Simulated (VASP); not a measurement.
# CsY6 (Pm-3m) in VASP: single point with PBE

Aim: the single point of CsY6 with PBE.

All numbers are computed with VASP 6.6.1; they aren't measurements. Logs are shortened: lines on timing, memory, paths and dates and some standing lists are left out, and cuts for length are marked.

### Step 1. The cell of the first run

The structure is cubic, space group Pm-3m (No. 221). The conventional cell has a = 8.004 Å, b = 8.004 Å, c = 8.004 Å, α = 90.00°, β = 90.00°, γ = 90.00°. Within 4.3 Å of Y (site symmetry 4mm) lie 5 Y at 3.29 to 3.35 Å.

The cell was built from a structure type or drawn by symmetry, and may not be a known phase.

### Step 2. Single point, PBE

File INCAR:

```
  PREC = Accurate
  ENCUT = 520
  EDIFF = 1E-6
  ISMEAR = 0
  SIGMA = 0.1
  LREAL = False
  LASPH = True
  NELM = 100
  ALGO = Fast
  ISIF = 2
  LWAVE = False
  LCHARG = False
  GGA = PE
  NBANDS = 46
```

File KPOINTS:

```
Automatic mesh
0
Gamma
  6 6 6
```

File POSCAR:

```
CsY6
1.0
    8.0043573002      0.0000000000      0.0000000000
    0.0000000000      8.0043573002      0.0000000000
    0.0000000000      0.0000000000      8.0043573002
Cs Y
1 6
Direct
    0.0000000000      0.0000000000      0.0000000000
    0.5000000000      0.5000000000      0.2095038742
    0.5000000000      0.5000000000      0.7904961258
    0.2095038742      0.5000000000      0.5000000000
    0.7904961258      0.5000000000      0.5000000000
    0.5000000000      0.2095038742      0.5000000000
    0.5000000000      0.7904961258      0.5000000000
```

Potentials or basis: VASP PAW PBE potentials, release 64 (Cs_sv, Y_sv).

The run is started by

```bash
cat potpaw_PBE.64/Cs_sv/POTCAR potpaw_PBE.64/Y_sv/POTCAR > POTCAR
mpirun -np 1 vasp_std > vasp.out
```

OUTCAR:

```text
PREC = Accurate
   ENCUT = 520
   EDIFF = 1E-6
   ISMEAR = 0
   LREAL = False
   LASPH = True
   NELM = 100
   ISIF = 2
   GGA = PE

 ion  position               nearest neighbor table
   1  0.000  0.000  0.000-
   2  0.500  0.500  0.210-   4 3.29   5 3.29   6 3.29   7 3.29   3 3.35
   3  0.500  0.500  0.790-   4 3.29   5 3.29   6 3.29   7 3.29   2 3.35
   4  0.210  0.500  0.500-   2 3.29   3 3.29   6 3.29   7 3.29   5 3.35
   5  0.790  0.500  0.500-   2 3.29   3 3.29   6 3.29   7 3.29   4 3.35
   6  0.500  0.210  0.500-   2 3.29   3 3.29   4 3.29   5 3.29   7 3.35
   7  0.500  0.790  0.500-   2 3.29   3 3.29   4 3.29   5 3.29   6 3.35

  LATTYP: Found a simple cubic cell.
 ALAT       =     8.0043573002

  Lattice vectors:

 A1 = (   8.0043573002,   0.0000000000,   0.0000000000)
 A2 = (   0.0000000000,   8.0043573002,   0.0000000000)
 A3 = (   0.0000000000,   0.0000000000,   8.0043573002)

Analysis of symmetry for initial positions (statically):
=====================================================================
 Subroutine PRICEL returns:
 Original cell was already a primitive cell.

 Routine SETGRP: Setting up the symmetry group for a
 simple cubic supercell.

 Subroutine GETGRP returns: Found 48 space group operations
 (whereof 48 operations were pure point group operations)
 out of a pool of 48 trial point group operations.

The static configuration has the point symmetry O_h .

Analysis of symmetry for dynamics (positions and initial velocities):
=====================================================================
 Subroutine PRICEL returns:
 Original cell was already a primitive cell.

 Routine SETGRP: Setting up the symmetry group for a
 simple cubic supercell.

 Subroutine GETGRP returns: Found 48 space group operations
 (whereof 48 operations were pure point group operations)
 out of a pool of 48 trial point group operations.

The dynamic configuration has the point symmetry O_h .

 Subroutine INISYM returns: Found 48 space group operations
 (whereof 48 operations are pure point group operations),
 and found     1 'primitive' translations

----------------------------------------------------------------------------------------

                                     Primitive cell

  volume of cell :     512.8371

  direct lattice vectors                    reciprocal lattice vectors
     8.004357300  0.000000000  0.000000000     0.124931954  0.000000000  0.000000000
     0.000000000  8.004357300  0.000000000     0.000000000  0.124931954  0.000000000
     0.000000000  0.000000000  8.004357300     0.000000000  0.000000000  0.124931954

  length of vectors
     8.004357300  8.004357300  8.004357300     0.124931954  0.124931954  0.124931954

  position of ions in fractional coordinates (direct lattice)
     0.000000000  0.000000000  0.000000000
     0.500000000  0.500000000  0.209503874
     0.500000000  0.500000000  0.790496126
     0.209503874  0.500000000  0.500000000
     0.790496126  0.500000000  0.500000000
     0.500000000  0.209503874  0.500000000
     0.500000000  0.790496126  0.500000000

  ion indices of the primitive-cell ions
   primitive index   ion index
                 1           1
                 2           2
                 3           3
                 4           4
                 5           5
                 6           6
                 7           7

----------------------------------------------------------------------------------------

 KPOINTS: Automatic mesh

Automatic generation of k-mesh.
 Grid dimensions read from file:
 generate k-points for:    6    6    6

 Generating k-lattice:

  Cartesian coordinates                     Fractional coordinates (reciprocal lattice)
     0.020821992  0.000000000  0.000000000     0.166666667  0.000000000  0.000000000
     0.000000000  0.020821992  0.000000000     0.000000000  0.166666667  0.000000000
     0.000000000  0.000000000  0.020821992     0.000000000  0.000000000  0.166666667

  Length of vectors
     0.020821992  0.020821992  0.020821992

  Shift w.r.t. Gamma in fractional coordinates (k-lattice)
     0.000000000  0.000000000  0.000000000

 Subroutine IBZKPT returns following result:
 ===========================================

 Found     20 irreducible k-points:

 Following reciprocal coordinates:
            Coordinates               Weight
  0.000000  0.000000  0.000000      1.000000
  0.166667  0.000000  0.000000      6.000000
  0.333333  0.000000  0.000000      6.000000
  0.500000  0.000000  0.000000      3.000000
  0.166667  0.166667  0.000000     12.000000
  0.333333  0.166667  0.000000     24.000000
[... 12 lines left out ...]
  0.500000  0.500000  0.333333      6.000000
  0.500000  0.500000  0.500000      1.000000
   k-points           NKPTS =     20   k-points in BZ     NKDIM =     20   number of bands    NBANDS=     46
   number of dos      NEDOS =    301   number of ions     NIONS =      7
   total plane-waves  NPLWV = 216000
   dimension x,y,z NGX =    60 NGY =   60 NGZ =   60
   dimension x,y,z NGXF=   120 NGYF=  120 NGZF=  120
   ions per type =               1   6
   NGX,Y,Z   is equivalent  to a cutoff of  12.46, 12.46, 12.46 a.u.
   NGXF,Y,Z  is equivalent  to a cutoff of  24.92, 24.92, 24.92 a.u.
 SYSTEM =  unknown system
   PREC   = accura    normal or accurate (medium, high low for compatibility)
   ISTART =      0    job   : 0-new  1-cont  2-samecut
   ICHARG =      2    charge: 1-file 2-atom 10-const
   ISPIN  =      1    spin polarized calculation?
   LNONCOLLINEAR =      F non collinear calculations
   LSORBIT =      F    spin-orbit coupling
   LASPH  =      T    aspherical Exc in radial PAW
   ENCUT  =  520.0 eV  38.22 Ry    6.18 a.u.  14.88 14.88 14.88*2*pi/ulx,y,z
   NELM   =    100;   NELMIN=  2; NELMDL= -5     # of ELM steps
   EDIFF  = 0.1E-05   stopping-criterion for ELM
   LREAL  =      F    real-space projection
   EDIFFG = 0.1E-04   stopping-criterion for IOM
   NSW    =      0    number of steps for IOM
   IBRION =     -1    ionic relax: 0-MD 1-quasi-New 2-CG
   NFREE  =      0    steps in history (QN), initial steepest desc. (CG)
   ISIF   =      2    stress and relaxation
   ISYM   =      2    0-nonsym 1-usesym 2-fastsym
   POTIM  = 0.5000    time-step for ionic-motion
   TEBEG  =    0.0;   TEEND  =   0.0 temperature during run
   PSTRESS=    0.0 pullay stress
   NELECT =      75.0000    total number of electrons
   NUPDOWN=      -1.0000    fix difference up-down
   EMIN   =  10.00;   EMAX   =-10.00  energy-range for DOS
   EFERMI =   0.00;   METHOD = LEGACY
   ISMEAR =     0;   SIGMA  =   0.10  broadening in eV -4-tet -1-fermi 0-gaus
   EFERMI_NEDOS =   21; number of points for ismear=-14 and -15
   IALGO  =     68    algorithm
   IMIX   =      4    mixing-type and parameters
     AMIX     =   0.40;   BMIX     =  1.00
     AMIX_MAG =   1.60;   BMIX_MAG =  1.00
  volume/ion in A,a.u.               =      73.26       494.40
  Fermi-wavevector in a.u.,A,eV,Ry     =   0.862519  1.629925 10.121910  0.743939
  Thomas-Fermi vector in A             =   1.980333
   LORBIT       =      0    0 simple, 1 ext, 2 COOP (PROOUT), +10 PAW based schemes
   GGA     = PE    functional components
   LHFCALC =     F    Hartree Fock is set to
   AEXX    =    0.0000 exact exchange contribution
   IVDW    =     0    specifies the selected vdW correction
   LEPSILON=     F    determine dielectric tensor
   LRPA    =     F    only Hartree local field effects (RPA)
 non-spin polarized calculation
 RMM-DIIS sequential band-by-band and
 Gauss-broadening in eV      SIGMA  =   0.10
  energy-cutoff  :      520.00
  volume of cell :      512.84
 maximum number of plane-waves:     13854
 NGX is ok and might be reduce to    60
   NGX = 29   NGY = 29   NGZ = 29

 number of electron      75.0000010 magnetization

 Free energy of the ion-electron system (eV)
  ---------------------------------------------------
  ext. energy  EPLUGINS =         0.00000000
  ---------------------------------------------------
  free energy    TOTEN  =       -29.65276038 eV

  energy without entropy =      -29.52218945  energy(sigma->0) =      -29.58747492

 E-fermi :   0.0519     XC(G=0):  -6.1872

 val. band max:        0.0517899634   @ k =   0.5000   0.3333   0.0000
 cond. band min:       0.0544392205   @ k =   0.5000   0.3333   0.1667
 fundamental gap:      0.0026492571
 Fermi energy:         0.0518814446

 k-point     1 :       0.0000    0.0000    0.0000
  band No.  band energies     occupation
      1     -43.0550      2.00000
      2     -42.9718      2.00000
      3     -42.9718      2.00000
      4     -42.9718      2.00000
      5     -42.9675      2.00000
      6     -42.9675      2.00000
[... 38 lines left out ...]
     45       1.0288      0.00000
     46       1.0376      0.00000

 k-point     2 :       0.1667    0.0000    0.0000
  band No.  band energies     occupation
      1     -43.0535      2.00000
      2     -42.9818      2.00000
      3     -42.9718      2.00000
      4     -42.9718      2.00000
      5     -42.9675      2.00000
      6     -42.9589      2.00000
[... 38 lines left out ...]
     45       0.9318      0.00000
     46       0.9647      0.00000

 k-point     3 :       0.3333    0.0000    0.0000
  band No.  band energies     occupation
      1     -43.0502      2.00000
      2     -42.9921      2.00000
      3     -42.9718      2.00000
      4     -42.9718      2.00000
      5     -42.9675      2.00000
      6     -42.9520      2.00000
[... 38 lines left out ...]
     45       0.7698      0.00000
     46       0.8608      0.00000

 k-point     4 :       0.5000    0.0000    0.0000
  band No.  band energies     occupation
      1     -43.0482      2.00000
      2     -42.9965      2.00000
      3     -42.9718      2.00000
      4     -42.9718      2.00000
      5     -42.9675      2.00000
      6     -42.9495      2.00000
[... 724 lines left out ...]
     45       1.0958      0.00000
     46       1.1416      0.00000

 k-point    19 :       0.5000    0.5000    0.3333
  band No.  band energies     occupation
      1     -43.0337      2.00000
      2     -42.9965      2.00000
      3     -42.9965      2.00000
      4     -42.9910      2.00000
      5     -42.9450      2.00000
      6     -42.9426      2.00000
[... 38 lines left out ...]
     45       1.0191      0.00000
     46       1.1403      0.00000

 k-point    20 :       0.5000    0.5000    0.5000
  band No.  band energies     occupation
      1     -43.0306      2.00000
      2     -42.9965      2.00000
      3     -42.9965      2.00000
      4     -42.9965      2.00000
      5     -42.9426      2.00000
      6     -42.9426      2.00000
[... 38 lines left out ...]
     45       0.8436      0.00000
     46       1.1462      0.00000

------------------------ aborting loop because EDIFF is reached ----------------------------------------

  FORCE on cell =-STRESS in cart. coord.  units (eV):
  Direction    XX          YY          ZZ          XY          YZ          ZX
  --------------------------------------------------------------------------------------
  -------------------------------------------------------------------------------------
  Total       -0.1139522     -0.1139522     -0.1139522     -0.0000000      0.0000000      0.0000000
  in kB       -0.3560032     -0.3560032     -0.3560032     -0.0000000      0.0000000      0.0000000
  external PRESSURE =      -0.3560032 kB  Pullay stress =       0.0000000 kB

 VOLUME and BASIS-vectors are now :
 -----------------------------------------------------------------------------
  energy-cutoff  :      520.00
  volume of cell :      512.84
      direct lattice vectors                 reciprocal lattice vectors
     8.004357300  0.000000000  0.000000000     0.124931954  0.000000000  0.000000000
     0.000000000  8.004357300  0.000000000     0.000000000  0.124931954  0.000000000
     0.000000000  0.000000000  8.004357300     0.000000000  0.000000000  0.124931954

 POSITION                                       TOTAL-FORCE (eV/Angst)
 -----------------------------------------------------------------------------------
      0.00000      0.00000      0.00000         0.000000      0.000000      0.000000
      4.00218      4.00218      1.67694        -0.000000      0.000000      0.016630
      4.00218      4.00218      6.32741         0.000000     -0.000000     -0.016630
      1.67694      4.00218      4.00218         0.016630     -0.000000      0.000000
      6.32741      4.00218      4.00218        -0.016630      0.000000     -0.000000
      4.00218      1.67694      4.00218         0.000000      0.016630      0.000000
      4.00218      6.32741      4.00218        -0.000000     -0.016630     -0.000000
 -----------------------------------------------------------------------------------
    total drift:                               -0.000000      0.000000      0.000000

  FREE ENERGIE OF THE ION-ELECTRON SYSTEM (eV)
  ---------------------------------------------------
  free  energy   TOTEN  =       -29.6527603798 eV

  energy  without entropy=      -29.5221894518  energy(sigma->0) =      -29.58747492
```

It took 18 min on 1 thread of Intel Xeon 6975P-C (Granite Rapids), shared host; peak memory 0.76 GiB.

Results:

```
Free energy            : -29.6528 eV
Pressure               : 0.0 GPa
Largest force          : 0.017 eV/Å
Band gap on the k mesh : zero (an odd number of electrons rules out a gap without spin polarisation)
```

Forces in eV/Å, atoms in the order of the input:
```
Cs   0.000  0.000  0.000
Y    0.000  0.000  0.017
Y    0.000  0.000 -0.017
Y    0.017  0.000  0.000
Y   -0.017  0.000  0.000
Y    0.000  0.017  0.000
Y    0.000 -0.017  0.000
```

Caveat: spin-orbit coupling is left out, which moves the levels of the heavy elements.
